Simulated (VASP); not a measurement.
Here is a VASP 6.6.1 calculation.

File INCAR:

```
SYSTEM = SiNi
  PREC = Accurate
  ENCUT = 520
  EDIFF = 1E-6
  ISMEAR = 0
  SIGMA = 0.1
  LREAL = .FALSE.
  LASPH = .TRUE.
  NELM = 100
  ALGO = Normal
  ISIF = 2
  LWAVE = .FALSE.
  LCHARG = .FALSE.
  GGA = PS
  NBANDS = 22
```

KPOINTS

```
regular mesh
0
G
  18 16 12
  0 0 0
```

Contents of POSCAR:

```
SiNi
1.0
    3.0397103387      0.0000000000      0.0000000000
    0.0000000000      3.2831163723      0.0000000000
    0.0000000000      0.0000000000      4.6304167929
Si Ni
2 2
Direct
    0.5000000000      0.5000000000      0.8426091518
    0.0000000000      0.0000000000      0.1573908482
    0.5000000000      0.5000000000      0.3432947122
    0.0000000000      0.0000000000      0.6567052878
```

Potentials or basis: VASP PAW PBE potentials, release 64 (Si, Ni).

Command:

```console
$ cat potpaw_PBE.64/Si/POTCAR potpaw_PBE.64/Ni/POTCAR > POTCAR
$ mpirun -np 1 vasp_std > vasp.out
```

(1) What does it give for the pressure?

(2) What does it give for the largest force?

(3) Predict the band gap on the k mesh.

Answers

(1) -2.7 GPa.

(2) 0.046 eV/Å.

(3) zero (bands 14 and 15 overlap by 2.35 eV).

Caveat: the cell differs from its parent crystal (biaxial strain in the a-b plane: +1.5 %); the stress differs along the axes, from -5 to 1 GPa; the PAW data sets were made with another functional, which shifts forces and pressure a little.
